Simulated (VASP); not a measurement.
# GaSb (I-4m2) in VASP: notebook, part 2 of 2

VASP 6.6.1.

### 3 Single point, PBE (strain +0.0100 x Voigt [0, 1, 0, 0, 0, 0])

INCAR

```
SYSTEM = GaSb
ALGO = Normal
EDIFF = 1E-6
ENCUT = 520
GGA = PE
ISIF = 2
ISMEAR = 0
LASPH = .True.
LCHARG = .False.
LREAL = .False.
LWAVE = .False.
NBANDS = 16
NELM = 60
PREC = Accurate
SIGMA = 0.15
```

KPOINTS

```
k-points
0
Gamma
  14 14 14
  0 0 0
```

POSCAR

```
GaSb
1.0
    0.0000000000      3.0895900000      3.0590000000
    3.0590000000      0.0000000000      3.0590000000
    3.0590000000      3.0895900000      0.0000000000
Ga Sb
1 1
Direct
    0.0000000000      0.0000000000      0.0000000000
    0.7500000000      0.7500000000      0.7500000000
```

Potentials or basis: VASP PAW PBE potentials, release 64 (Ga_d, Sb).

The run is started by

```
> cat potpaw_PBE.64/Ga_d/POTCAR potpaw_PBE.64/Sb/POTCAR > POTCAR
> mpirun -np 1 vasp_std > vasp.out
```

OUTCAR:

```text
SYSTEM = GaSb
   EDIFF = 1E-6
   ENCUT = 520
   GGA = PE
   ISIF = 2
   ISMEAR = 0
   LASPH = .True.
   LREAL = .False.
   NELM = 60
   PREC = Accurate

 ion  position               nearest neighbor table
   1  0.000  0.000  0.000-   2 2.66   2 2.66   2 2.66   2 2.66
   2  0.750  0.750  0.750-   1 2.66   1 2.66   1 2.66   1 2.66

  LATTYP: Found a body centered tetragonal cell.
 ALAT       =     4.3260792873
 C/A-ratio  =     1.4283556980

  Lattice vectors:

 A1 = (   0.0000000000,  -3.0895900000,   3.0590000000)
 A2 = (   0.0000000000,  -3.0895900000,  -3.0590000000)
 A3 = (   3.0590000000,   3.0895900000,   0.0000000000)

Analysis of symmetry for initial positions (statically):
=====================================================================
 Subroutine PRICEL returns:
 Original cell was already a primitive cell.

 Routine SETGRP: Setting up the symmetry group for a
 body centered tetragonal supercell.

 Subroutine GETGRP returns: Found  8 space group operations
 (whereof  8 operations were pure point group operations)
 out of a pool of 16 trial point group operations.

The static configuration has the point symmetry D_2d.

Analysis of symmetry for dynamics (positions and initial velocities):
=====================================================================
 Subroutine PRICEL returns:
 Original cell was already a primitive cell.

 Routine SETGRP: Setting up the symmetry group for a
 body centered tetragonal supercell.

 Subroutine GETGRP returns: Found  8 space group operations
 (whereof  8 operations were pure point group operations)
 out of a pool of 16 trial point group operations.

The dynamic configuration has the point symmetry D_2d.

 Subroutine INISYM returns: Found  8 space group operations
 (whereof  8 operations are pure point group operations),
 and found     1 'primitive' translations

----------------------------------------------------------------------------------------

                                     Primitive cell

  volume of cell :      57.8216

  direct lattice vectors                    reciprocal lattice vectors
     0.000000000  3.089590000  3.059000000    -0.163452109  0.161833771  0.163452109
     3.059000000  0.000000000  3.059000000     0.163452109 -0.161833771  0.163452109
     3.059000000  3.089590000  0.000000000     0.163452109  0.161833771 -0.163452109

  length of vectors
     4.347763490  4.326079287  4.347763490     0.282176103  0.282176103  0.282176103

  position of ions in fractional coordinates (direct lattice)
     0.000000000  0.000000000  0.000000000
     0.750000000  0.750000000  0.750000000

  ion indices of the primitive-cell ions
   primitive index   ion index
                 1           1
                 2           2

----------------------------------------------------------------------------------------

 KPOINTS: k-points

Automatic generation of k-mesh.
 Grid dimensions read from file:
 generate k-points for:   14   14   14

 Generating k-lattice:

  Cartesian coordinates                     Fractional coordinates (reciprocal lattice)
    -0.011675151  0.011559555  0.011675151     0.071428571  0.000000000  0.000000000
     0.011675151 -0.011559555  0.011675151     0.000000000  0.071428571  0.000000000
     0.011675151  0.011559555 -0.011675151     0.000000000  0.000000000  0.071428571

  Length of vectors
     0.020155436  0.020155436  0.020155436

  Shift w.r.t. Gamma in fractional coordinates (k-lattice)
     0.000000000  0.000000000  0.000000000

 Subroutine IBZKPT returns following result:
 ===========================================

 Found    244 irreducible k-points:

 Following reciprocal coordinates:
            Coordinates               Weight
  0.000000  0.000000  0.000000      1.000000
  0.071429  0.000000  0.000000      8.000000
  0.142857  0.000000  0.000000      8.000000
  0.214286  0.000000 -0.000000      8.000000
  0.285714  0.000000 -0.000000      8.000000
  0.357143  0.000000  0.000000      8.000000
[... 16 lines left out ...]
  0.214286  0.142857 -0.000000     16.000000
  0.285714  0.142857 -0.000000     16.000000
 [... further k-points ...]
   k-points           NKPTS =    244   k-points in BZ     NKDIM =    244   number of bands    NBANDS=     16
   number of dos      NEDOS =    301   number of ions     NIONS =      2
   total plane-waves  NPLWV =  32768
   dimension x,y,z NGX =    32 NGY =   32 NGZ =   32
   dimension x,y,z NGXF=    64 NGYF=   64 NGZF=   64
   ions per type =               1   1
   NGX,Y,Z   is equivalent  to a cutoff of  12.24, 12.30, 12.24 a.u.
   NGXF,Y,Z  is equivalent  to a cutoff of  24.47, 24.59, 24.47 a.u.
 SYSTEM =  GaSb
   PREC   = accura    normal or accurate (medium, high low for compatibility)
   ISTART =      0    job   : 0-new  1-cont  2-samecut
   ICHARG =      2    charge: 1-file 2-atom 10-const
   ISPIN  =      1    spin polarized calculation?
   LNONCOLLINEAR =      F non collinear calculations
   LSORBIT =      F    spin-orbit coupling
   LASPH  =      T    aspherical Exc in radial PAW
   ENCUT  =  520.0 eV  38.22 Ry    6.18 a.u.   8.08  8.04  8.08*2*pi/ulx,y,z
   NELM   =     60;   NELMIN=  2; NELMDL= -5     # of ELM steps
   EDIFF  = 0.1E-05   stopping-criterion for ELM
   LREAL  =      F    real-space projection
   EDIFFG = 0.1E-04   stopping-criterion for IOM
   NSW    =      0    number of steps for IOM
   IBRION =     -1    ionic relax: 0-MD 1-quasi-New 2-CG
   NFREE  =      0    steps in history (QN), initial steepest desc. (CG)
   ISIF   =      2    stress and relaxation
   ISYM   =      2    0-nonsym 1-usesym 2-fastsym
   POTIM  = 0.5000    time-step for ionic-motion
   TEBEG  =    0.0;   TEEND  =   0.0 temperature during run
   PSTRESS=    0.0 pullay stress
   NELECT =      18.0000    total number of electrons
   NUPDOWN=      -1.0000    fix difference up-down
   EMIN   =  10.00;   EMAX   =-10.00  energy-range for DOS
   EFERMI =   0.00;   METHOD = LEGACY
   ISMEAR =     0;   SIGMA  =   0.15  broadening in eV -4-tet -1-fermi 0-gaus
   EFERMI_NEDOS =   21; number of points for ismear=-14 and -15
   IALGO  =     38    algorithm
   IMIX   =      4    mixing-type and parameters
     AMIX     =   0.40;   BMIX     =  1.00
     AMIX_MAG =   1.60;   BMIX_MAG =  1.00
  volume/ion in A,a.u.               =      28.91       195.10
  Fermi-wavevector in a.u.,A,eV,Ry     =   1.109522  2.096692 16.749289  1.231038
  Thomas-Fermi vector in A             =   2.246062
   LORBIT       =      0    0 simple, 1 ext, 2 COOP (PROOUT), +10 PAW based schemes
   GGA     = PE    functional components
   LHFCALC =     F    Hartree Fock is set to
   AEXX    =    0.0000 exact exchange contribution
   IVDW    =     0    specifies the selected vdW correction
   LEPSILON=     F    determine dielectric tensor
   LRPA    =     F    only Hartree local field effects (RPA)
 non-spin polarized calculation
 Gauss-broadening in eV      SIGMA  =   0.15
  energy-cutoff  :      520.00
  volume of cell :       57.82
 maximum number of plane-waves:      1584
   NGX = 17   NGY = 17   NGZ = 17

 number of electron      17.9999991 magnetization

 Free energy of the ion-electron system (eV)
  ---------------------------------------------------
  ext. energy  EPLUGINS =         0.00000000
  ---------------------------------------------------
  free energy    TOTEN  =        -7.36043683 eV

  energy without entropy =       -7.36025474  energy(sigma->0) =       -7.36034578

 E-fermi :   4.8940     XC(G=0):  -9.0465

 val. band max:        4.7868311079   @ k =   0.0000   0.0000   0.0000
 cond. band min:       5.1496910765   @ k =   0.5000   0.0000  -0.0000
 fundamental gap:      0.3628599686
 Fermi energy:         4.8940434796

 k-point     1 :       0.0000    0.0000    0.0000
  band No.  band energies     occupation
      1     -10.2462      2.00000
      2     -10.2448      2.00000
      3     -10.2448      2.00000
      4     -10.1977      2.00000
      5     -10.1964      2.00000
      6      -6.6398      2.00000
[... 8 lines left out ...]
     15      13.2571      0.00000
     16      13.4231      0.00000
[... 419 lines left out ...]
 k-point    24 :       0.2857    0.1429   -0.0000
  band No.  band energies     occupation
      1     -10.2635      2.00000
      2     -10.2372      2.00000
      3     -10.2361      2.00000
      4     -10.2006      2.00000
      5     -10.1954      2.00000
      6      -5.9048      2.00000
[... 8 lines left out ...]
     15      13.1080      0.00000
     16      13.5202      0.00000

 [... further k-points ...]
[... 5 lines left out ...]
  --------------------------------------------------------------------------------------
  -------------------------------------------------------------------------------------
  Total        0.7219859      0.5670901      0.7219859      0.0000000     -0.0000000      0.0000000
  in kB       20.0055035     15.7134966     20.0055035      0.0000000     -0.0000000      0.0000000
  external PRESSURE =      18.5748345 kB  Pullay stress =       0.0000000 kB

 VOLUME and BASIS-vectors are now :
 -----------------------------------------------------------------------------
  energy-cutoff  :      520.00
  volume of cell :       57.82
      direct lattice vectors                 reciprocal lattice vectors
     0.000000000  3.089590000  3.059000000    -0.163452109  0.161833771  0.163452109
     3.059000000  0.000000000  3.059000000     0.163452109 -0.161833771  0.163452109
     3.059000000  3.089590000  0.000000000     0.163452109  0.161833771 -0.163452109

 POSITION                                       TOTAL-FORCE (eV/Angst)
 -----------------------------------------------------------------------------------
      0.00000      0.00000      0.00000         0.000000      0.000000     -0.000000
      4.58850      4.63438      4.58850         0.000000     -0.000000      0.000000
 -----------------------------------------------------------------------------------
    total drift:                               -0.000002     -0.000002     -0.000002

  FREE ENERGIE OF THE ION-ELECTRON SYSTEM (eV)
  ---------------------------------------------------
  free  energy   TOTEN  =        -7.3604368254 eV

  energy  without entropy=       -7.3602547366  energy(sigma->0) =       -7.36034578
```

OSZICAR:

```text
N       E                     dE             d eps       ncg     rms          rms(c)
DAV:   1     0.830523948442E+02    0.83052E+02   -0.85957E+03  7968   0.138E+03
DAV:   2    -0.941708929042E+00   -0.83994E+02   -0.80864E+02  9208   0.300E+02
DAV:   3    -0.729790309516E+01   -0.63562E+01   -0.63399E+01  9496   0.650E+01
DAV:   4    -0.741053586146E+01   -0.11263E+00   -0.11262E+00  9728   0.971E+00
DAV:   5    -0.741316252021E+01   -0.26267E-02   -0.26266E-02 10080   0.131E+00    0.314E+00
DAV:   6    -0.737139516026E+01    0.41767E-01   -0.61508E-02 11272   0.385E+00    0.188E+00
DAV:   7    -0.735895463226E+01    0.12441E-01   -0.36965E-02  9104   0.155E+00    0.340E-01
DAV:   8    -0.735990711627E+01   -0.95248E-03   -0.42729E-03 10216   0.744E-01    0.808E-02
DAV:   9    -0.736038608859E+01   -0.47897E-03   -0.66603E-04  9352   0.198E-01    0.327E-02
DAV:  10    -0.736041571440E+01   -0.29626E-04   -0.36497E-05 10304   0.380E-02    0.875E-03
DAV:  11    -0.736043610486E+01   -0.20390E-04   -0.28433E-05  9104   0.349E-02    0.621E-03
DAV:  12    -0.736043682540E+01   -0.72054E-06   -0.13349E-06 10008   0.842E-03
   1 F= -.73604368E+01 E0= -.73603458E+01  d E =-.182089E-03
```

It took 59 s on 1 thread of Intel Xeon 6975P-C (Granite Rapids), shared host; peak memory 0.36 GiB.

Results:

```yaml
Free_energy: -7.3604 eV
Pressure: 1.9 GPa
Band_gap_on_the_k_mesh: zero (filled and empty bands touch)
```

Caveat: the cell differs from its parent crystal (strain +0.0100 x Voigt [0, 1, 0, 0, 0, 0]); spin-orbit coupling is left out, which moves the levels of the heavy elements.
